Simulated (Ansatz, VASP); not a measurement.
Bi: VASP beside Ansatz

```
Bi
1.0
     0.00000    2.51588    2.51588
     2.51588    0.00000    2.51588
     2.51588    2.51588    0.00000
Bi
1
Direct
  0.00000 0.00000 0.00000
```

Alike in both runs: task single point; functional PBE; k mesh 11 × 11 × 11; occupations fermi-dirac, width 0.1 eV; non-collinear spin, spin-orbit coupling.

|  | VASP | Ansatz |
| --- | --- | --- |
| version | VASP 6.6.1 | Ansatz 0.2.0 |
| potentials or method | VASP PAW PBE potentials, release 64 (Bi_d), cutoff 520 eV | plane waves (420 eV) with PAW, fully relativistic with spin-orbit coupling |
| valence electrons in the cell | 15 | 15 |

```csv
,VASP,Ansatz,Ansatz less VASP
net moment per atom (μB),0.00,0.00,0.000
```
